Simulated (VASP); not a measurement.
# Pd (Fm-3m) in VASP: further runs

The runs below take Pd through single point, relaxation of cell and atoms, with PBE+D3(BJ).

Everything below comes from runs of VASP 6.6.1. Logs are shortened: lines on timing, memory, paths and dates and some standing lists are left out, and cuts for length are marked.

## (1) The cell of the first run

The structure is cubic, space group Fm-3m (No. 225). The conventional cell has a = 3.889 Å, b = 3.889 Å, c = 3.889 Å, α = 90.00°, β = 90.00°, γ = 90.00°. Pd (site symmetry m-3m) has 12 Pd at 2.75 Å within 3.6 Å.

## (2) Single point, PBE+D3(BJ)

INCAR reads:

```
SYSTEM = Pd
  PREC = Accurate
  ENCUT = 520
  EDIFF = 1E-7
  ISMEAR = 0
  SIGMA = 0.1
  LREAL = .False.
  LASPH = .True.
  NELM = 100
  ALGO = Normal
  ISIF = 2
  LWAVE = .False.
  LCHARG = .False.
  GGA = PE
  IVDW = 12
  NBANDS = 11
```

KPOINTS reads:

```
regular mesh
0
Gamma
  18 18 18
  0 0 0
```

POSCAR reads:

```
Pd
1.0
    0.0000000000      1.9447362573      1.9447362573
    1.9447362573      0.0000000000      1.9447362573
    1.9447362573      1.9447362573      0.0000000000
Pd
1
Direct
    0.0000000000      0.0000000000      0.0000000000
```

Potentials or basis: VASP PAW PBE potentials, release 64 (Pd).

Started as:

```console
$ cat potpaw_PBE.64/Pd/POTCAR > POTCAR
$ mpirun -np 1 vasp_std > vasp.out
```

OUTCAR:

```text
SYSTEM = Pd
   PREC = Accurate
   ENCUT = 520
   EDIFF = 1E-7
   ISMEAR = 0
   LREAL = .False.
   LASPH = .True.
   NELM = 100
   ISIF = 2
   GGA = PE
   IVDW = 12
 IVDW          = 12

 ion  position               nearest neighbor table
   1  0.000  0.000  0.000-

  LATTYP: Found a face centered cubic cell.
 ALAT       =     3.8894725146

  Lattice vectors:

 A1 = (   0.0000000000,   1.9447362573,   1.9447362573)
 A2 = (   1.9447362573,   0.0000000000,   1.9447362573)
 A3 = (   1.9447362573,   1.9447362573,   0.0000000000)

Analysis of symmetry for initial positions (statically):
=====================================================================
 Subroutine PRICEL returns:
 Original cell was already a primitive cell.

 Routine SETGRP: Setting up the symmetry group for a
 face centered cubic supercell.

 Subroutine GETGRP returns: Found 48 space group operations
 (whereof 48 operations were pure point group operations)
 out of a pool of 48 trial point group operations.

The static configuration has the point symmetry O_h .

Analysis of symmetry for dynamics (positions and initial velocities):
=====================================================================
 Subroutine PRICEL returns:
 Original cell was already a primitive cell.

 Routine SETGRP: Setting up the symmetry group for a
 face centered cubic supercell.

 Subroutine GETGRP returns: Found 48 space group operations
 (whereof 48 operations were pure point group operations)
 out of a pool of 48 trial point group operations.

The dynamic configuration has the point symmetry O_h .

 Subroutine INISYM returns: Found 48 space group operations
 (whereof 48 operations are pure point group operations),
 and found     1 'primitive' translations

----------------------------------------------------------------------------------------

                                     Primitive cell

  volume of cell :      14.7100

  direct lattice vectors                    reciprocal lattice vectors
     0.000000000  1.944736257  1.944736257    -0.257104272  0.257104272  0.257104272
     1.944736257  0.000000000  1.944736257     0.257104272 -0.257104272  0.257104272
     1.944736257  1.944736257  0.000000000     0.257104272  0.257104272 -0.257104272

  length of vectors
     2.750272390  2.750272390  2.750272390     0.445317662  0.445317662  0.445317662

  position of ions in fractional coordinates (direct lattice)
     0.000000000  0.000000000  0.000000000

  ion indices of the primitive-cell ions
   primitive index   ion index
                 1           1

----------------------------------------------------------------------------------------

 KPOINTS: regular mesh

Automatic generation of k-mesh.
 Grid dimensions read from file:
 generate k-points for:   18   18   18

 Generating k-lattice:

  Cartesian coordinates                     Fractional coordinates (reciprocal lattice)
    -0.014283571  0.014283571  0.014283571     0.055555556  0.000000000  0.000000000
     0.014283571 -0.014283571  0.014283571     0.000000000  0.055555556  0.000000000
     0.014283571  0.014283571 -0.014283571     0.000000000  0.000000000  0.055555556

  Length of vectors
     0.024739870  0.024739870  0.024739870

  Shift w.r.t. Gamma in fractional coordinates (k-lattice)
     0.000000000  0.000000000  0.000000000

 Subroutine IBZKPT returns following result:
 ===========================================

 Found    195 irreducible k-points:

 Following reciprocal coordinates:
            Coordinates               Weight
  0.000000  0.000000  0.000000      1.000000
  0.055556  0.000000  0.000000      8.000000
  0.111111  0.000000  0.000000      8.000000
  0.166667  0.000000  0.000000      8.000000
  0.222222  0.000000  0.000000      8.000000
  0.277778  0.000000  0.000000      8.000000
[... 16 lines left out ...]
 -0.277778  0.055556  0.000000     24.000000
 -0.222222  0.055556  0.000000     24.000000
 [... further k-points ...]
   k-points           NKPTS =    195   k-points in BZ     NKDIM =    195   number of bands    NBANDS=     11
   number of dos      NEDOS =    301   number of ions     NIONS =      1
   total plane-waves  NPLWV =   8000
   dimension x,y,z NGX =    20 NGY =   20 NGZ =   20
   dimension x,y,z NGXF=    40 NGYF=   40 NGZF=   40
   ions per type =               1
   NGX,Y,Z   is equivalent  to a cutoff of  12.09, 12.09, 12.09 a.u.
   NGXF,Y,Z  is equivalent  to a cutoff of  24.18, 24.18, 24.18 a.u.
 SYSTEM =  Pd
   PREC   = accura    normal or accurate (medium, high low for compatibility)
   ISTART =      0    job   : 0-new  1-cont  2-samecut
   ICHARG =      2    charge: 1-file 2-atom 10-const
   ISPIN  =      1    spin polarized calculation?
   LNONCOLLINEAR =      F non collinear calculations
   LSORBIT =      F    spin-orbit coupling
   LASPH  =      T    aspherical Exc in radial PAW
   ENCUT  =  520.0 eV  38.22 Ry    6.18 a.u.   5.11  5.11  5.11*2*pi/ulx,y,z
   NELM   =    100;   NELMIN=  2; NELMDL= -5     # of ELM steps
   EDIFF  = 0.1E-06   stopping-criterion for ELM
   LREAL  =      F    real-space projection
   EDIFFG = 0.1E-05   stopping-criterion for IOM
   NSW    =      0    number of steps for IOM
   IBRION =     -1    ionic relax: 0-MD 1-quasi-New 2-CG
   NFREE  =      0    steps in history (QN), initial steepest desc. (CG)
   ISIF   =      2    stress and relaxation
   ISYM   =      2    0-nonsym 1-usesym 2-fastsym
   POTIM  = 0.5000    time-step for ionic-motion
   TEBEG  =    0.0;   TEEND  =   0.0 temperature during run
   PSTRESS=    0.0 pullay stress
   NELECT =      10.0000    total number of electrons
   NUPDOWN=      -1.0000    fix difference up-down
   EMIN   =  10.00;   EMAX   =-10.00  energy-range for DOS
   EFERMI =   0.00;   METHOD = LEGACY
   ISMEAR =     0;   SIGMA  =   0.10  broadening in eV -4-tet -1-fermi 0-gaus
   EFERMI_NEDOS =   21; number of points for ismear=-14 and -15
   IALGO  =     38    algorithm
   IMIX   =      4    mixing-type and parameters
     AMIX     =   0.40;   BMIX     =  1.00
     AMIX_MAG =   1.60;   BMIX_MAG =  1.00
  volume/ion in A,a.u.               =      14.71        99.27
  Fermi-wavevector in a.u.,A,eV,Ry     =   1.439475  2.720213 28.192472  2.072088
  Thomas-Fermi vector in A             =   2.558326
   LORBIT       =      0    0 simple, 1 ext, 2 COOP (PROOUT), +10 PAW based schemes
   GGA     = PE    functional components
   LHFCALC =     F    Hartree Fock is set to
   AEXX    =    0.0000 exact exchange contribution
   IVDW    =    12    specifies the selected vdW correction
   LEPSILON=     F    determine dielectric tensor
   LRPA    =     F    only Hartree local field effects (RPA)
 non-spin polarized calculation
 Gauss-broadening in eV      SIGMA  =   0.10
  energy-cutoff  :      520.00
  volume of cell :       14.71
 maximum number of plane-waves:       411
   NGX = 11   NGY = 11   NGZ = 11

 number of electron      10.0000000 magnetization

 Free energy of the ion-electron system (eV)
  ---------------------------------------------------
  ext. energy  EPLUGINS =         0.00000000
  ---------------------------------------------------
  free energy    TOTEN  =        -5.21307108 eV

  energy without entropy =       -5.20145009  energy(sigma->0) =       -5.20726058

 E-fermi :   9.8262     XC(G=0): -13.2022

 val. band max:        9.8261243117   @ k =  -0.4444   0.3889   0.1111
 cond. band min:       9.8332383870   @ k =   0.5000   0.4444   0.0000
 fundamental gap:      0.0071140753
 Fermi energy:         9.8261672756

 k-point     1 :       0.0000    0.0000    0.0000
  band No.  band energies     occupation
      1       2.6684      2.00000
      2       6.9767      2.00000
      3       6.9767      2.00000
      4       6.9767      2.00000
      5       8.5947      2.00000
      6       8.5947      2.00000
      7      27.0231      0.00000
      8      31.8168      0.00000
      9      31.8168      0.00000
     10      31.8168      0.00000
     11      36.0415      0.00000

 k-point     2 :       0.0556    0.0000    0.0000
  band No.  band energies     occupation
      1       2.7812      2.00000
      2       6.9362      2.00000
      3       7.0161      2.00000
      4       7.0161      2.00000
      5       8.5755      2.00000
      6       8.5755      2.00000
      7      27.1445      0.00000
      8      31.0554      0.00000
      9      31.9472      0.00000
     10      31.9472      0.00000
     11      36.0885      0.00000

 k-point     3 :       0.1111    0.0000    0.0000
  band No.  band energies     occupation
      1       3.1069      2.00000
      2       6.8354      2.00000
      3       7.1191      2.00000
      4       7.1191      2.00000
      5       8.5355      2.00000
      6       8.5355      2.00000
      7      27.4160      0.00000
      8      29.5164      0.00000
      9      32.3176      0.00000
     10      32.3176      0.00000
     11      36.1161      0.00000

 k-point     4 :       0.1667    0.0000    0.0000
  band No.  band energies     occupation
      1       3.5981      2.00000
      2       6.7416      2.00000
      3       7.2343      2.00000
      4       7.2343      2.00000
      5       8.5296      2.00000
      6       8.5296      2.00000
      7      27.1073      0.00000
      8      28.3401      0.00000
      9      32.8567      0.00000
     10      32.8567      0.00000
     11      36.1085      0.00000

 k-point     5 :       0.2222    0.0000    0.0000
  band No.  band energies     occupation
      1       4.1353      2.00000
      2       6.7956      2.00000
      3       7.2838      2.00000
      4       7.2838      2.00000
      5       8.6372      2.00000
      6       8.6372      2.00000
      7      25.3775      0.00000
      8      28.2072      0.00000
      9      33.3862      0.00000
     10      33.3862      0.00000
     11      35.5999      0.00000
[... 211 lines left out ...]
 k-point    21 :      -0.3889    0.0556    0.0000
  band No.  band energies     occupation
      1       4.6469      2.00000
      2       6.9566      2.00000
      3       7.0500      2.00000
      4       8.8763      2.00000
      5       9.4578      2.00000
      6      10.5224      0.00000
      7      18.8400      0.00000
      8      26.7422      0.00000
      9      30.5050      0.00000
     10      31.8737      0.00000
     11      36.0901      0.00000

 k-point    22 :      -0.3333    0.0556    0.0000
  band No.  band energies     occupation
      1       4.6988      2.00000
      2       7.0614      2.00000
      3       7.1442      2.00000
      4       8.1241      2.00000
      5       9.1216      2.00000
      6       9.8565      0.66806
      7      20.7002      0.00000
      8      27.1644      0.00000
      9      30.9838      0.00000
     10      33.0623      0.00000
     11      35.9099      0.00000

 k-point    23 :      -0.2778    0.0556    0.0000
  band No.  band energies     occupation
      1       4.6603      2.00000
      2       7.1253      2.00000
      3       7.2570      2.00000
      4       7.3532      2.00000
      5       8.7641      2.00000
      6       9.3732      2.00000
      7      22.7387      0.00000
      8      27.6738      0.00000
      9      31.6189      0.00000
     10      34.5311      0.00000
     11      34.9961      0.00000

 k-point    24 :      -0.2222    0.0556    0.0000
  band No.  band energies     occupation
      1       4.3817      2.00000
      2       6.7563      2.00000
      3       7.3028      2.00000
      4       7.3367      2.00000
      5       8.4745      2.00000
      6       9.0033      2.00000
      7      24.7845      0.00000
      8      28.0838      0.00000
      9      32.0735      0.00000
     10      34.4423      0.00000
     11      34.8372      0.00000

 [... further k-points ...]

------------------------ aborting loop because EDIFF is reached ----------------------------------------

 Edisp (eV)   -0.67000

 E8    (eV) :    -0.2962

  FORCE on cell =-STRESS in cart. coord.  units (eV):
  Direction    XX          YY          ZZ          XY          YZ          ZX
  --------------------------------------------------------------------------------------
  -------------------------------------------------------------------------------------
  Total      -0.03180    -0.03180    -0.03180     0.00000     0.00000     0.00000
  in kB      -3.46350    -3.46350    -3.46350     0.00000     0.00000     0.00000
  external pressure =       -3.46 kB  Pullay stress =        0.00 kB

 VOLUME and BASIS-vectors are now :
 -----------------------------------------------------------------------------
  energy-cutoff  :      520.00
  volume of cell :       14.71
      direct lattice vectors                 reciprocal lattice vectors
     0.000000000  1.944736257  1.944736257    -0.257104272  0.257104272  0.257104272
     1.944736257  0.000000000  1.944736257     0.257104272 -0.257104272  0.257104272
     1.944736257  1.944736257  0.000000000     0.257104272  0.257104272 -0.257104272

 POSITION                                       TOTAL-FORCE (eV/Angst)
 -----------------------------------------------------------------------------------
      0.00000      0.00000      0.00000         0.000000      0.000000      0.000000
 -----------------------------------------------------------------------------------
    total drift:                                0.000000      0.000000      0.000000

  FREE ENERGIE OF THE ION-ELECTRON SYSTEM (eV)
  ---------------------------------------------------
  free  energy   TOTEN  =        -5.8830668744 eV

  energy  without entropy=       -5.8714458812  energy(sigma->0) =       -5.87725638
```

Run time: 12 s. Hardware: 1 thread of Intel Xeon 6975P-C (Granite Rapids), shared host; peak memory 0.15 GiB.

What came out:

```yaml
Free_energy: -5.8831 eV
Pressure: -0.3 GPa
Band_gap_on_the_k_mesh: zero (band 5 reaches 10.12 eV, above the bottom of band 6 at 8.53 eV)
Dispersion_energy_per_atom: -0.670 eV
```

Caveat: pairwise dispersion overbinds metals, which lowers pressure and volume.

## (3) Relaxation of cell and atoms, PBE+D3(BJ)

This run uses another cell than the first one, of 14.75 Å³/atom, 1.003 times its volume.

INCAR reads:

```
  PREC = Accurate
  ENCUT = 600
  EDIFF = 1E-6
  ISMEAR = 0
  SIGMA = 0.1
  LREAL = False
  LASPH = True
  NELM = 60
  ALGO = Normal
  ISIF = 3
  LWAVE = False
  LCHARG = False
  GGA = PE
  IVDW = 12
  IBRION = 2
  NSW = 100
  EDIFFG = -0.005
```

KPOINTS reads:

```
Automatic mesh
0
Gamma
  18 18 18
```

POSCAR reads:

```
Pd
1.0
    0.0000000000      1.9465000000      1.9465000000
    1.9465000000      0.0000000000      1.9465000000
    1.9465000000      1.9465000000      0.0000000000
Pd
1
Direct
    0.0000000000      0.0000000000      0.0000000000
```

Potentials or basis: VASP PAW PBE potentials, release 64 (Pd).

Started as:

```console
$ cat potpaw_PBE.64/Pd/POTCAR > POTCAR
$ mpirun -np 1 vasp_std > vasp.out
```

OUTCAR:

```text
PREC = Accurate
   ENCUT = 600
   EDIFF = 1E-6
   ISMEAR = 0
   LREAL = False
   LASPH = True
   NELM = 60
   ISIF = 3
   GGA = PE
   IVDW = 12
   IBRION = 2
   NSW = 100
   EDIFFG = -0.005
 IVDW          = 12

 ion  position               nearest neighbor table
   1  0.000  0.000  0.000-

  LATTYP: Found a face centered cubic cell.
 ALAT       =     3.8930000000

  Lattice vectors:

 A1 = (   0.0000000000,   1.9465000000,   1.9465000000)
 A2 = (   1.9465000000,   0.0000000000,   1.9465000000)
 A3 = (   1.9465000000,   1.9465000000,   0.0000000000)

Analysis of symmetry for initial positions (statically):
=====================================================================
 Subroutine PRICEL returns:
[... 250 lines left out ...]

 number of electron       9.9999999 magnetization

 Free energy of the ion-electron system (eV)
  ---------------------------------------------------
  ext. energy  EPLUGINS =         0.00000000
  ---------------------------------------------------
  free energy    TOTEN  =        -5.21197962 eV

  energy without entropy =       -5.20038900  energy(sigma->0) =       -5.20618431

 E-fermi :   9.8603     XC(G=0): -13.2145

 val. band max:        9.8593012348   @ k =   0.4444   0.1667   0.0000
 cond. band min:       9.8603106463   @ k =  -0.4444   0.3889   0.1111
 fundamental gap:      0.0010094116
 Fermi energy:         9.8603078559

 k-point     1 :       0.0000    0.0000    0.0000
  band No.  band energies     occupation
      1       2.6870      2.00000
      2       7.0013      2.00000
      3       7.0013      2.00000
      4       7.0013      2.00000
      5       8.6248      2.00000
      6       8.6248      2.00000
      7      27.0580      0.00000
      8      31.8632      0.00000
      9      31.8632      0.00000
[... 265 lines left out ...]
 k-point    24 :      -0.2222    0.0556    0.0000
  band No.  band energies     occupation
      1       4.4023      2.00000
      2       6.7803      2.00000
      3       7.3284      2.00000
      4       7.3623      2.00000
      5       8.5039      2.00000
      6       9.0346      2.00000
      7      24.8354      0.00000
      8      28.1249      0.00000
      9      32.1320      0.00000

 [... further k-points ...]

------------------------ aborting loop because EDIFF is reached ----------------------------------------

 Edisp (eV)   -0.67140

 E8    (eV) :    -0.2968
[... 24 lines left out ...]
  FREE ENERGIE OF THE ION-ELECTRON SYSTEM (eV)
  ---------------------------------------------------
  free  energy   TOTEN  =        -5.8833793738 eV

  energy  without entropy=       -5.8717887599  energy(sigma->0) =       -5.87758407

 reached required accuracy - stopping structural energy minimisation
```

OSZICAR:

```text
N       E                     dE             d eps       ncg     rms          rms(c)
DAV:   1     0.430565896407E+02    0.43057E+02   -0.58150E+03  3518   0.117E+03
DAV:   2    -0.509648451015E+01   -0.48153E+02   -0.46891E+02  3788   0.205E+02
[... 16 lines left out ...]
   2 F= -.58828979E+01 E0= -.58771582E+01  d E =0.276237E-03
       N       E                     dE             d eps       ncg     rms          rms(c)
DAV:   1    -0.521876030491E+01   -0.12454E-01   -0.13616E-01  3560   0.419E+00    0.554E-01
DAV:   2    -0.521202619670E+01    0.67341E-02   -0.33407E-02  3543   0.168E+00    0.147E-01
DAV:   3    -0.521197999407E+01    0.46203E-04   -0.22965E-04  4011   0.117E-01    0.886E-02
DAV:   4    -0.521197892536E+01    0.10687E-05   -0.76019E-05  3916   0.769E-02    0.502E-03
DAV:   5    -0.521197961763E+01   -0.69226E-06   -0.86331E-07  3703   0.769E-03
   3 F= -.58833794E+01 E0= -.58775841E+01  d E =-.205223E-03
```

CONTCAR:

```text
Pd
   1.00000000000000
     0.0000000000000000    1.9434340807219477    1.9434340807219477
     1.9434340807219477   -0.0000000000000000    1.9434340807219477
     1.9434340807219477    1.9434340807219477   -0.0000000000000000
  Pd
     1
Direct
     0.0000000000000000    0.0000000000000000    0.0000000000000000

  0.00000000E+00  0.00000000E+00  0.00000000E+00
```

Run time: 17 s. Hardware: 1 thread of Intel Xeon 6975P-C (Granite Rapids), shared host; peak memory 0.18 GiB.

What came out:

* Free energy: -5.8834 eV
* Relaxed volume: 14.68 Å³/atom
* Relaxed cell: a = 2.748 Å, b = 2.748 Å, c = 2.748 Å, α = 60.00°, β = 60.00°, γ = 60.00°
* Space group after relaxing (to 0.05 Å): Fm-3m (No. 225)
* Energy gained by relaxing: 0.2 meV/atom
* Ionic steps: 3
* Pressure after relaxing: 0.0 GPa
* Band gap on the k mesh: zero (band 5 reaches 10.16 eV, above the bottom of band 6 at 8.56 eV)
* Dispersion energy per atom: -0.671 eV

Step by step:
| step | energy change (eV) | largest force (eV/Å) | pressure (GPa) | volume (Å³) |
| --- | --- | --- | --- | --- |
| 1 | 0.0000 | 0.0000 | -0.91 | 14.75 |
| 2 | 0.0003 | 0.0000 | 1.41 | 14.57 |
| 3 | -0.0002 | 0.0000 | 0.01 | 14.68 |

Final structure:
```
CELL_PARAMETERS angstrom
0.00000 1.94343 1.94343
1.94343 0.00000 1.94343
1.94343 1.94343 0.00000
ATOMIC_POSITIONS crystal
Pd 0.00000 0.00000 0.00000
```

Caveat: pairwise dispersion overbinds metals, which lowers pressure and volume.
